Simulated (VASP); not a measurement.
# B (P3_121) in VASP: relaxation of cell and atoms with PBEsol

Aim: the relaxation of cell and atoms of B with PBEsol.

All numbers are computed with VASP 6.6.1; they aren't measurements. Logs are shortened: lines on timing, memory, paths and dates and some standing lists are left out, and cuts for length are marked.

## Step 1: The cell of the first run

The structure is trigonal, space group P3_121 (No. 152). Conventional cell: a = 2.791 Å, b = 2.791 Å, c = 3.167 Å, α = 90.00°, β = 90.00°, γ = 120.00°. B (site symmetry 2) has 2 B at 1.52 Å within 2.0 Å.

## Step 2: Relaxation of cell and atoms, PBEsol

Input file INCAR:

```
SYSTEM = B
PREC = Accurate ; ENCUT = 1230
EDIFF = 1E-7 ; ISMEAR = 0
SIGMA = 0.1 ; LREAL = .False.
LASPH = .True. ; NELM = 120
ALGO = Normal ; ISIF = 3
LWAVE = .False. ; LCHARG = .False.
GGA = PS ; IBRION = 2
NSW = 90 ; EDIFFG = -0.04
GGA_COMPAT = .False. ; NELMIN = 4
```

Input file KPOINTS:

```
Automatic mesh
0
Gamma
  9 9 6
  0 0 0
```

Input file POSCAR:

```
B
1.0
    2.7912484570      0.0000000000      0.0000000000
   -1.3956242285      2.4172920720      0.0000000000
    0.0000000000      0.0000000000      3.1667648111
B
3
Direct
    0.2254000000      0.0000000000      0.3333333333
    0.0000000000      0.2254000000      0.6666666667
    0.7746000000      0.7746000000      0.0000000000
```

Potentials or basis: VASP PAW PBE potentials, release 64 (B_h).

Run with:

```
> cat potpaw_PBE.64/B_h/POTCAR > POTCAR
> mpirun -np 1 vasp_std > vasp.out
```

OUTCAR:

```text
SYSTEM = B
   PREC = Accurate
   ENCUT = 1230
   EDIFF = 1E-7
   ISMEAR = 0
   LREAL = .False.
   LASPH = .True.
   NELM = 120
   ISIF = 3
   GGA = PS
   IBRION = 2
   NSW = 90
   EDIFFG = -0.04
   NELMIN = 4

 ion  position               nearest neighbor table
   1  0.225  0.000  0.333-
   2  0.000  0.225  0.667-
   3  0.775  0.775  0.000-

  LATTYP: Found a hexagonal cell.
 ALAT       =     2.7912484570
 C/A-ratio  =     1.1345334749

  Lattice vectors:

 A1 = (   2.7912484570,   0.0000000000,   0.0000000000)
 A2 = (  -1.3956242285,   2.4172920720,   0.0000000000)
 A3 = (   0.0000000000,   0.0000000000,   3.1667648111)

Analysis of symmetry for initial positions (statically):
=====================================================================
 Subroutine PRICEL returns:
 Original cell was already a primitive cell.

 Routine SETGRP: Setting up the symmetry group for a
 hexagonal supercell.

 Subroutine GETGRP returns: Found  6 space group operations
 (whereof  2 operations were pure point group operations)
 out of a pool of 24 trial point group operations.

The static configuration has the point symmetry C_2 .
 The point group associated with its full space group is D_3 .

Analysis of symmetry for dynamics (positions and initial velocities):
=====================================================================
 Subroutine PRICEL returns:
 Original cell was already a primitive cell.

 Routine SETGRP: Setting up the symmetry group for a
 hexagonal supercell.

 Subroutine GETGRP returns: Found  6 space group operations
 (whereof  2 operations were pure point group operations)
 out of a pool of 24 trial point group operations.

The dynamic configuration has the point symmetry C_2 .
 The point group associated with its full space group is D_3 .

 Subroutine INISYM returns: Found  6 space group operations
 (whereof  2 operations are pure point group operations),
 and found     1 'primitive' translations

----------------------------------------------------------------------------------------

                                     Primitive cell

  volume of cell :      21.3670

  direct lattice vectors                    reciprocal lattice vectors
     2.791248457  0.000000000  0.000000000     0.358262625  0.206843023  0.000000000
    -1.395624229  2.417292072  0.000000000     0.000000000  0.413686046  0.000000000
     0.000000000  0.000000000  3.166764811     0.000000000  0.000000000  0.315779687

  length of vectors
     2.791248457  2.791248457  3.166764811     0.413686046  0.413686046  0.315779687

  position of ions in fractional coordinates (direct lattice)
     0.225400000  0.000000000  0.333333333
     0.000000000  0.225400000  0.666666667
     0.774600000  0.774600000  0.000000000

  ion indices of the primitive-cell ions
   primitive index   ion index
                 1           1
                 2           2
                 3           3

----------------------------------------------------------------------------------------

 KPOINTS: Automatic mesh

Automatic generation of k-mesh.
 Grid dimensions read from file:
 generate k-points for:    9    9    6

 Generating k-lattice:

  Cartesian coordinates                     Fractional coordinates (reciprocal lattice)
     0.039806958  0.022982558  0.000000000     0.111111111 -0.000000000  0.000000000
     0.000000000  0.045965116  0.000000000     0.000000000  0.111111111  0.000000000
     0.000000000  0.000000000  0.052629948     0.000000000  0.000000000  0.166666667

  Length of vectors
     0.045965116  0.045965116  0.052629948

  Shift w.r.t. Gamma in fractional coordinates (k-lattice)
     0.000000000  0.000000000  0.000000000

 Subroutine IBZKPT returns following result:
 ===========================================

 Found     62 irreducible k-points:

 Following reciprocal coordinates:
            Coordinates               Weight
  0.000000  0.000000  0.000000      1.000000
  0.111111 -0.000000  0.000000      6.000000
  0.222222 -0.000000  0.000000      6.000000
  0.333333  0.000000  0.000000      6.000000
  0.444444 -0.000000  0.000000      6.000000
  0.111111  0.111111  0.000000      6.000000
[... 16 lines left out ...]
  0.222222  0.111111  0.166667     12.000000
 -0.111111  0.333333  0.166667     12.000000
 [... further k-points ...]
   k-points           NKPTS =     62   k-points in BZ     NKDIM =     62   number of bands    NBANDS=      8
   number of dos      NEDOS =    301   number of ions     NIONS =      3
   total plane-waves  NPLWV =  36864
   dimension x,y,z NGX =    32 NGY =   32 NGZ =   36
   dimension x,y,z NGXF=    64 NGYF=   64 NGZF=   72
   ions per type =               3
   NGX,Y,Z   is equivalent  to a cutoff of  19.06, 19.06, 18.90 a.u.
   NGXF,Y,Z  is equivalent  to a cutoff of  38.12, 38.12, 37.80 a.u.
 SYSTEM =  B
   PREC   = accura    normal or accurate (medium, high low for compatibility)
   ISTART =      0    job   : 0-new  1-cont  2-samecut
   ICHARG =      2    charge: 1-file 2-atom 10-const
   ISPIN  =      1    spin polarized calculation?
   LNONCOLLINEAR =      F non collinear calculations
   LSORBIT =      F    spin-orbit coupling
   LASPH  =      T    aspherical Exc in radial PAW
   ENCUT  = 1230.0 eV  90.40 Ry    9.51 a.u.   7.98  7.98  9.06*2*pi/ulx,y,z
   NELM   =    120;   NELMIN=  4; NELMDL= -5     # of ELM steps
   EDIFF  = 0.1E-06   stopping-criterion for ELM
   LREAL  =      F    real-space projection
   EDIFFG = -.4E-01   stopping-criterion for IOM
   NSW    =     90    number of steps for IOM
   IBRION =      2    ionic relax: 0-MD 1-quasi-New 2-CG
   NFREE  =      1    steps in history (QN), initial steepest desc. (CG)
   ISIF   =      3    stress and relaxation
   ISYM   =      2    0-nonsym 1-usesym 2-fastsym
   POTIM  = 0.5000    time-step for ionic-motion
   TEBEG  =    0.0;   TEEND  =   0.0 temperature during run
   PSTRESS=    0.0 pullay stress
   NELECT =       9.0000    total number of electrons
   NUPDOWN=      -1.0000    fix difference up-down
   EMIN   =  10.00;   EMAX   =-10.00  energy-range for DOS
   EFERMI =   0.00;   METHOD = LEGACY
   ISMEAR =     0;   SIGMA  =   0.10  broadening in eV -4-tet -1-fermi 0-gaus
   EFERMI_NEDOS =   21; number of points for ismear=-14 and -15
   IALGO  =     38    algorithm
   IMIX   =      4    mixing-type and parameters
     AMIX     =   0.40;   BMIX     =  1.00
     AMIX_MAG =   1.60;   BMIX_MAG =  1.00
  volume/ion in A,a.u.               =       7.12        48.06
  Fermi-wavevector in a.u.,A,eV,Ry     =   1.227179  2.319032 20.489937  1.505968
  Thomas-Fermi vector in A             =   2.362152
   LORBIT       =      0    0 simple, 1 ext, 2 COOP (PROOUT), +10 PAW based schemes
   GGA     = PS    functional components
   LHFCALC =     F    Hartree Fock is set to
   AEXX    =    0.0000 exact exchange contribution
   IVDW    =     0    specifies the selected vdW correction
   LEPSILON=     F    determine dielectric tensor
   LRPA    =     F    only Hartree local field effects (RPA)
 conjugate gradient relaxation of ions
 non-spin polarized calculation
 Gauss-broadening in eV      SIGMA  =   0.10
  energy-cutoff  :     1230.00
  volume of cell :       21.37
 maximum number of plane-waves:      2124
   NGX = 15   NGY = 15   NGZ = 19

--------------------------------------- Ionic step        1  -------------------------------------------

 number of electron       9.0000000 magnetization

 Free energy of the ion-electron system (eV)
  ---------------------------------------------------
  ext. energy  EPLUGINS =         0.00000000
  ---------------------------------------------------
  free energy    TOTEN  =       -16.30961786 eV

  energy without entropy =      -16.30030577  energy(sigma->0) =      -16.30496181

------------------------ aborting loop because EDIFF is reached ----------------------------------------

  FORCE on cell =-STRESS in cart. coord.  units (eV):
  Direction    XX          YY          ZZ          XY          YZ          ZX
  --------------------------------------------------------------------------------------
  -------------------------------------------------------------------------------------
  Total        1.7242790      1.7242790     10.0279969      0.0000000      0.0000000      0.0000000
  in kB      129.2929058    129.2929058    751.9367960      0.0000000      0.0000000      0.0000000
  external PRESSURE =     336.8408692 kB  Pullay stress =       0.0000000 kB
[... 92 lines left out ...]
  FREE ENERGIE OF THE ION-ELECTRON SYSTEM (eV)
  ---------------------------------------------------
  free  energy   TOTEN  =       -17.4241357306 eV

  energy  without entropy=      -17.4189142629  energy(sigma->0) =      -17.42152500

[... ionic steps 4 to 12 ...]

--------------------------------------- Ionic step       13  -------------------------------------------

 number of electron       9.0000000 magnetization

------------------------ aborting loop because EDIFF is reached ----------------------------------------

  FORCE on cell =-STRESS in cart. coord.  units (eV):
  Direction    XX          YY          ZZ          XY          YZ          ZX
  --------------------------------------------------------------------------------------
  -------------------------------------------------------------------------------------
  Total        0.1605152      0.1605152      0.0898716     -0.0000000      0.0000000      0.0000000
  in kB       13.0260874     13.0260874      7.2932373     -0.0000000      0.0000000      0.0000000
  external PRESSURE =      11.1151373 kB  Pullay stress =       0.0000000 kB
[... 59 lines left out ...]
  energy  without entropy=      -17.9612842037  energy(sigma->0) =      -17.96349038

--------------------------------------- Ionic step       15  -------------------------------------------

 number of electron       9.0000000 magnetization

 Free energy of the ion-electron system (eV)
  ---------------------------------------------------
  ext. energy  EPLUGINS =         0.00000000
  ---------------------------------------------------
  free energy    TOTEN  =       -17.96615616 eV

  energy without entropy =      -17.96184932  energy(sigma->0) =      -17.96400274

 E-fermi :   9.1231     XC(G=0): -12.6587

 val. band max:        9.1105351290   @ k =   0.3333   0.1111   0.5000
 cond. band min:       9.1875280135   @ k =   0.2222   0.2222   0.3333
 fundamental gap:      0.0769928845
 Fermi energy:         9.1231454814

 k-point     1 :       0.0000    0.0000    0.0000
  band No.  band energies     occupation
      1      -6.7547      2.00000
      2       3.7769      2.00000
      3       3.7769      2.00000
      4      13.2292      0.00000
      5      13.3583      0.00000
      6      13.3583      0.00000
      7      13.4898      0.00000
      8      22.7847      0.00000
[... 243 lines left out ...]
 k-point    24 :      -0.1111    0.3333    0.1667
  band No.  band energies     occupation
      1      -4.4279      2.00000
      2       2.5106      2.00000
      3       5.8731      2.00000
      4       7.6133      2.00000
      5       8.1185      2.00000
      6      14.0125      0.00000
      7      14.9774      0.00000
      8      19.4259      0.00000

 [... further k-points ...]
[... 5 lines left out ...]
  --------------------------------------------------------------------------------------
  -------------------------------------------------------------------------------------
  Total       -0.0111889     -0.0111889      0.0248994      0.0000000      0.0000000      0.0000000
  in kB       -0.9038571     -0.9038571      2.0114154      0.0000000      0.0000000      0.0000000
  external PRESSURE =       0.0679004 kB  Pullay stress =       0.0000000 kB
[... 18 lines left out ...]
  FREE ENERGIE OF THE ION-ELECTRON SYSTEM (eV)
  ---------------------------------------------------
  free  energy   TOTEN  =       -17.9661561568 eV

  energy  without entropy=      -17.9618493182  energy(sigma->0) =      -17.96400274

 reached required accuracy - stopping structural energy minimisation
```

Wall time 87 s (1 thread of Intel Xeon 6975P-C (Granite Rapids), shared host); peak memory 0.19 GiB.

Results:

| Property | Result |
| --- | --- |
| Free energy | -17.9662 eV |
| Relaxed volume | 6.61 Å³/atom |
| Relaxed cell | a = 2.617 Å, b = 2.617 Å, c = 3.343 Å, α = 90.00°, β = 90.00°, γ = 120.00° |
| Space group after relaxing (to 0.1 Å) | R-3m (No. 166) |
| Energy gained by relaxing | 552.2 meV/atom |
| Ionic steps | 15 |
| Pressure after relaxing | 0.0 GPa |
| Largest force after relaxing | 0.019 eV/Å |
| Band gap on the k mesh | zero (an odd number of electrons rules out a gap without spin polarisation) |

Forces in eV/Å, atoms in the order of the input:
```
B   -0.019  0.000  0.000
B    0.009 -0.016  0.000
B    0.009  0.016  0.000
```

Step by step:
| step | energy change (eV) | largest force (eV/Å) | pressure (GPa) | volume (Å³) |
| --- | --- | --- | --- | --- |
| 1 | 0.0000 | 4.8177 | 33.68 | 21.37 |
| 2 | -0.6880 | 0.2667 | -39.33 | 26.21 |
| 3 | -1.1145 | 0.4905 | -20.95 | 23.85 |
| 4 | -1.5251 | 0.5178 | -9.05 | 21.30 |
| 5 | -1.5980 | 0.4501 | 0.92 | 20.08 |
| 6 | -1.5989 | 0.4328 | 2.76 | 19.89 |
| 7 | -1.6247 | 0.1617 | 0.89 | 19.89 |
| 8 | -1.6329 | 0.1003 | 0.03 | 19.88 |
| 9 | -1.6404 | 0.0008 | -0.63 | 19.88 |
| 10 | -1.6411 | 0.0002 | -0.60 | 19.87 |
| 11 | -1.6556 | 0.0236 | 0.81 | 19.76 |
| 12 | -1.6561 | 0.0238 | 1.05 | 19.75 |
| 13 | -1.6562 | 0.0235 | 1.11 | 19.74 |
| 14 | -1.6561 | 0.0141 | -1.20 | 19.93 |
| 15 | -1.6565 | 0.0189 | 0.01 | 19.83 |

Final structure:
```xyz
3
Lattice="2.6173 0.0000 0.0000 -1.3086 2.2666 0.0000 0.0000 0.0000 3.3433" Properties=species:S:1:pos:R:3 pbc="T T T"
B     0.8810    0.0000    1.1144
B     2.1768    0.7630    2.2288
B     0.8681    1.5036    0.0000
```

Caveat: the PAW data sets were made with another functional, which shifts forces and pressure a little; an odd number of electrons without spin polarisation forces a metal; a magnetic or distorted state may lie lower.

The gap in the log of VASP goes by the Fermi energy; the results here count the filled bands.